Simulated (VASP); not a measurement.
# MgAl18: single point with PBE

MgAl18, a slab with vacuum:

```xyz
19
Lattice="5.7276 0.0000 0.0000 4.2957 7.4403 0.0000 0.0000 0.0000 17.6765" Properties=species:S:1:pos:R:3 pbc="T T T"
Al    1.4319    0.8267    1.0000
Al    4.2957    0.8267    1.0000
Al    2.8638    3.3068    1.0000
Al    5.7276    3.3068    1.0000
Al    4.2957    5.7869    1.0000
Al    7.1595    5.7869    1.0000
Al   -0.0022    1.6494    3.3501
Al    2.8663    1.6505    3.3503
Al    1.4321    4.1346    3.3822
Al    4.2972    4.1307    3.3472
Al    2.8646    6.6137    3.3431
Al    5.7288    6.6147    3.3456
Al   -0.0092    0.0070    5.7009
Al    2.8719   -0.0067    5.7198
Al    1.4336    2.4007    5.6951
Al    4.2947    2.4795    5.7524
Al    2.9083    4.9940    5.6835
Al    5.6863    4.9975    5.6848
Mg    7.1730    4.0981    7.9929
```

```yaml
Program: VASP 6.6.1
Task: single point
Functional: PBE
Potentials_or_basis: VASP PAW PBE potentials, release 64 (Al, Mg)
Cutoff: 520 eV
k_mesh: 3 × 2 × 1
Occupations: fermi-dirac, width 0.15 eV
Spin: no spin polarisation
Dipole_correction: no
Further_INCAR_settings: LREAL = Auto; ALGO = Normal; EDIFF = 1e-06; NBANDS = 43
```

```json
{"Largest force": "0.048 eV/Å", "Band gap on the k mesh": "zero (band 28 reaches 0.92 eV, above the bottom of band 29 at 0.81 eV)"}
```

Forces in eV/Å, atoms in the order of the input:
```
Al   0.000  0.020  0.004
Al  -0.001  0.003 -0.005
Al  -0.006  0.016 -0.007
Al   0.003 -0.004 -0.002
Al  -0.018 -0.020 -0.039
Al   0.019 -0.008  0.037
Al  -0.001  0.003  0.005
Al  -0.001  0.004 -0.002
Al   0.000 -0.002  0.000
Al   0.001  0.005 -0.003
Al   0.001 -0.007  0.003
Al  -0.001 -0.006  0.002
Al  -0.001  0.001 -0.003
Al   0.001  0.001  0.000
Al  -0.001 -0.001 -0.005
Al   0.000 -0.005 -0.002
Al  -0.005 -0.004  0.008
Al   0.012 -0.004  0.016
Mg  -0.003  0.009 -0.006
```

Levels at points of the mesh, in eV from the Fermi level:
| k point | band 24 | band 25 | band 26 | band 27 | band 28 | band 29 | band 30 | band 31 | band 32 | band 33 |
| --- | --- | --- | --- | --- | --- | --- | --- | --- | --- | --- |
| (0.00, 0.00, 0.00) | -0.70 | -0.41 | -0.29 | -0.23 | -0.15 | -0.10 | 0.07 | 0.16 | 1.08 | 1.12 |
| (0.00, 0.50, 0.00) | -1.45 | -0.52 | -0.47 | -0.38 | -0.22 | -0.15 | -0.11 | -0.05 | 0.89 | 1.12 |

It took 5.5 min on 1 thread of Intel(R) Xeon(R) Platinum 8259CL CPU @ 2.50GHz (Skylake/Cascade Lake), on a shared host, peak memory 0.8 GiB.

Caveat: the k points lie up to 0.42 Å⁻¹ apart.
